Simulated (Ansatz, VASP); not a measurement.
## One calculation of SrTiO3, two programs

POSCAR

```
SrTiO3
1.0
    3.8969886712      0.0000000000      0.0000000000
    0.0000000000      3.8969886712      0.0000000000
    0.0000000000      0.0000000000      3.8969886712
Sr Ti O
1 1 3
Direct
    0.0000000000      0.0000000000      0.0000000000
    0.5000000000      0.5000000000      0.5000000000
    0.5000000000      0.5000000000      0.0000000000
    0.5000000000      0.0000000000      0.5000000000
    0.0000000000      0.5000000000      0.5000000000
```

File INCAR.step1:

```
SYSTEM = SrTiO3
PREC = Accurate
ENCUT = 520
ISMEAR = -1
SIGMA = 0.03
LREAL = .False.
LASPH = .True.
NELM = 100
NBANDS = 28
GGA = PE
ALGO = Normal
EDIFF = 1E-4
LWAVE = .True.
LCHARG = .False.
```

Contents of INCAR.step2:

```
SYSTEM = SrTiO3
PREC = Accurate
ENCUT = 520
EDIFF = 1E-7
ISMEAR = -1
SIGMA = 0.03
LREAL = .False.
LASPH = .True.
NELM = 100
ALGO = Normal
ISIF = 2
LWAVE = .False.
LCHARG = .False.
METAGGA = R2SCAN
LMIXTAU = .True.
LUSE_VDW = .True.
IVDW_NL = 2
BPARAM = 11.95
CPARAM = 0.0093
NBANDS = 28
ISTART = 1
```

KPOINTS

```
regular mesh
0
Gamma
  8 8 8
  0 0 0
```

Input for Ansatz:

```yaml
crystal:
  lattice:
    - [3.8969886712, 0.0, 0.0]
    - [0.0, 3.8969886712, 0.0]
    - [0.0, 0.0, 3.8969886712]
  atoms:
    - { symbol: Sr, position: [0.0, 0.0, 0.0] }
    - { symbol: Ti, position: [0.5, 0.5, 0.5] }
    - { symbol: O, position: [0.5, 0.5, 0.0] }
    - { symbol: O, position: [0.5, 0.0, 0.5] }
    - { symbol: O, position: [0.0, 0.5, 0.5] }
kpoints:
  mp_grid: { grid: [8, 8, 8] }
  band_path:
    path: [[0.0, 0.0, 0.0], [0.0, 0.5, 0.0], [0.5, 0.5, 0.0], [0.5, 0.5, 0.5]]
    npoints: 1
hamiltonian:
  xc: r2scan
  dispersion: rvv10
scf:
  occupations: { method: fermi_dirac, width: 0.03 }
  n_extra_bands: 5
output:
  forces: true
  stress: true
  eigenvalues: true
```

Alike in both runs: task single point; functional r2SCAN; dispersion rVV10; k mesh 8 × 8 × 8; occupations fermi-dirac, width 0.03 eV; no spin polarisation.

|  | VASP | Ansatz |
| --- | --- | --- |
| version | VASP 6.6.1 | Ansatz 0.2.0 |
| potentials or method | VASP PAW PBE potentials, release 64 (Sr_sv, Ti_sv, O) | plane waves, PAW |
| plane-wave cutoff (eV) | 520 | 500 |
| valence electrons in the cell | 40 | 40 |

VASP gave:

| Item | Value |
| --- | --- |
| gap on the k mesh at the Fermi level (eV) | 2.28 |
| pressure (GPa) | 1.0 |

Q: Which values does Ansatz return?

A: gap on the k mesh at the Fermi level (eV): 2.27; pressure (GPa): 0.0.

VASP's potentials were made for PBE, not for r2SCAN.
